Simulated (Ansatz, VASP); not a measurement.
## One calculation of SrAlO4, two programs

```
Sr Al O
1.0
     3.76200    0.00000    0.00000
     0.00000    3.76200    0.00000
     0.00000    0.00000    6.24949
Sr Al O
1 1 4
Direct
  0.50000 0.50000 0.50000
  0.00000 0.00000 0.00000
  0.00000 0.00000 0.69598
  0.50000 0.00000 0.00000
  0.00000 0.50000 0.00000
  0.00000 0.00000 0.30402
```

Alike in both runs: task single point; functional PBE; k mesh 4 × 4 × 4; occupations gaussian, width 0.1 eV; collinear spin.

|  | VASP | Ansatz |
| --- | --- | --- |
| version | VASP 6.6.1 | Ansatz 0.2.0 |
| potentials or method | VASP PAW PBE potentials, release 64 (Sr_sv, Al, O), cutoff 520 eV | scalar-relativistic, plane waves, PAW |
| valence electrons in the cell | 37 | 37 |

Ansatz gave:

* gap on the k mesh at the Fermi level (eV): none
* pressure (GPa): -7.7
* traceless stress, the component that is largest in VASP (GPa): 0.93
* rms of the force components (eV/Å): 0.102
* net moment per atom (μB): 0.50
* size of the moment on the site where the two differ most (μB): 0.58

Task: Which values does VASP return?

Result: gap on the k mesh at the Fermi level (eV): none; pressure (GPa): -7.7; traceless stress, the component that is largest in VASP (GPa): 0.95; rms of the force components (eV/Å): 0.099; net moment per atom (μB): 0.50; size of the moment on the site where the two differ most (μB): 0.56.

Site moments also hang on the region over which each program counts them. Atom by atom the forces differ by 0.002 eV/Å (rms over components). A gap of «none» marks a metal or a gap that the smearing closes.

The k mesh is coarse, so the values compare programs but aren't converged.
